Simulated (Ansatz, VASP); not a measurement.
## Two plane-wave programs on ZnS

```
Zn S
1.0
     0.00000    2.78088    2.55841
     2.78088    0.00000    2.55841
     2.78088    2.78088    0.00000
Zn S
1 1
Direct
  0.00000 0.00000 0.00000
  0.75000 0.75000 0.75000
```

Alike in both runs: task single point; functional r2SCAN; k mesh 8 × 8 × 8; occupations gaussian, width 0.05 eV; no spin polarisation.

```csv
,VASP,Ansatz
version,VASP 6.6.1,Ansatz 0.2.0
potentials or method,"VASP PAW PBE potentials, release 64 (Zn, S), cutoff 520 eV","scalar-relativistic, plane waves, PAW"
valence electrons in the cell,18,18
```

VASP gave:

| Property | Result |
| --- | --- |
| gap on the k mesh at the Fermi level (eV) | 2.48 |
| least direct gap on the mesh (eV) | 2.48 |
| pressure (GPa) | -1.0 |
| traceless stress, the component that is largest in VASP (GPa) | 2.08 |

**Question.** Estimate Ansatz's values.

**Answer.** gap on the k mesh at the Fermi level (eV): 2.47; least direct gap on the mesh (eV): 2.47; pressure (GPa): -1.0; traceless stress, the component that is largest in VASP (GPa): 2.06.

VASP's potentials were made for PBE, not for r2SCAN. The functional is the same, so the differences come from potentials, cutoffs and numerics.
